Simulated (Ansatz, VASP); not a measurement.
# One calculation of LiF, two programs

```
Li F
1.0
     0.00000    2.01400    1.99386
     2.01400    0.00000    1.99386
     2.01400    2.01400    0.00000
Li F
1 1
Direct
  0.00000 0.00000 0.00000
  0.50000 0.50000 0.50000
```

Change from the starting cell: zz strain of -1 %.

Alike in both runs: task single point; functional PBE; k mesh 10 × 10 × 10; occupations fermi-dirac, width 0.03 eV; no spin polarisation.

```csv
,VASP,Ansatz
version,VASP 6.6.1,Ansatz 0.2.0
potentials or method,"VASP PAW PBE potentials, release 64 (Li_sv, F), cutoff 520 eV","all-electron LAPW, scalar-relativistic"
```

|  | VASP | Ansatz | Ansatz less VASP |
| --- | --- | --- | --- |
| gap on the k mesh at the Fermi level (eV) | 9.17 | 9.15 | -0.025 |

Ansatz ran all-electron here, and VASP with PAW potentials.

Noted on VASP's run: the cutoff is under 1.25 times that of the potentials, so the pressure is a little rough.
